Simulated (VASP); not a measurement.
Wanted: the native input for a VASP 6.6.1 run.

```
Task                   : single point
Functional             : PBEsol
Potentials or basis    : VASP PAW PBE potentials, release 64 (H, Cl)
Cutoff                 : 520 eV
k mesh                 : 16 × 16 × 16
Occupations            : gaussian, width 0.15 eV
Spin                   : no spin polarisation
Dipole correction      : no
Further INCAR settings : ALGO = Normal; EDIFF = 1e-06; NBANDS = 11
```

The structure of HCl lies in POSCAR:

```
HCl
1.0
    0.0000000000      2.6006250000      2.8059375000
    2.6006250000      0.0000000000      2.8059375000
    2.6006250000      2.6006250000      0.0000000000
H Cl
1 1
Direct
    0.0000000000      0.0000000000      0.0000000000
    0.5000000000      0.5000000000      0.5000000000
```

This cell differs from its parent crystal: strain -0.050 along x and y, +0.025 along z.

One way to write it, as run:

INCAR

```
SYSTEM = HCl
PREC = Accurate
ENCUT = 520
EDIFF = 1E-6
ISMEAR = 0
SIGMA = 0.15
LREAL = .False.
LASPH = .True.
NELM = 60
ALGO = Normal
ISIF = 2
LWAVE = .False.
LCHARG = .False.
GGA = PS
NBANDS = 11
```

KPOINTS

```
regular mesh
0
Gamma
  16 16 16
  0 0 0
```

Potentials or basis: VASP PAW PBE potentials, release 64 (H, Cl).

The run is started by

```bash
$ cat potpaw_PBE.64/H/POTCAR potpaw_PBE.64/Cl/POTCAR > POTCAR
$ mpirun -np 1 vasp_std > vasp.out
```

It gave:

```yaml
Pressure: -10.9 GPa
Band_gap_on_the_k_mesh: zero (band 4 reaches -1.76 eV, above the bottom of band 5 at -1.98 eV)
```

Caveat: the cell differs from its parent crystal (strain -0.050 along x and y, +0.025 along z); the PAW data sets were made with another functional, which shifts forces and pressure a little.

It took 86 s on 1 thread of Intel(R) Xeon(R) Platinum 8488C (Sapphire Rapids), on a shared host, peak memory 0.25 GiB.
